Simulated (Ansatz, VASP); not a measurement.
# One calculation of Te, two programs

```
CELL_PARAMETERS angstrom
4.31813 0.00000 0.00000
-2.15907 3.73961 0.00000
0.00000 0.00000 5.95635
ATOMIC_POSITIONS crystal
Te 0.28377 0.00000 0.33333
Te 0.00000 0.28377 0.66667
Te 0.71623 0.71623 0.00000
```

Alike in both runs: task relaxation of cell and atoms; functional PBEsol; k mesh 12 × 12 × 8; occupations gaussian, width 0.1 eV; no spin polarisation.

|  | VASP | Ansatz |
| --- | --- | --- |
| version | VASP 6.6.1 | Ansatz 0.2.0 |
| potentials or method | VASP PAW PBE potentials, release 64 (Te), cutoff 600 eV | scalar-relativistic, plane waves, PAW |
| valence electrons in the cell | 18 | 48 |

```tsv
	VASP	Ansatz	Ansatz less VASP
gap on the k mesh at the Fermi level, each at its own relaxed structure (eV)	none	none	-
relaxed volume (Å³/atom)	32.01	32.06	+0.048
relaxed length of the cell vector where the two differ most in proportion (Å)	4.313	4.318	+0.0052
```

VASP's potentials were made for PBE, not for PBEsol. A gap of «none» marks a metal or a gap that the smearing closes. VASP's potentials hold 18 valence electrons a cell and Ansatz's 48, so a difference there can come from the potentials and not from the codes.

Spin-orbit coupling is off throughout.
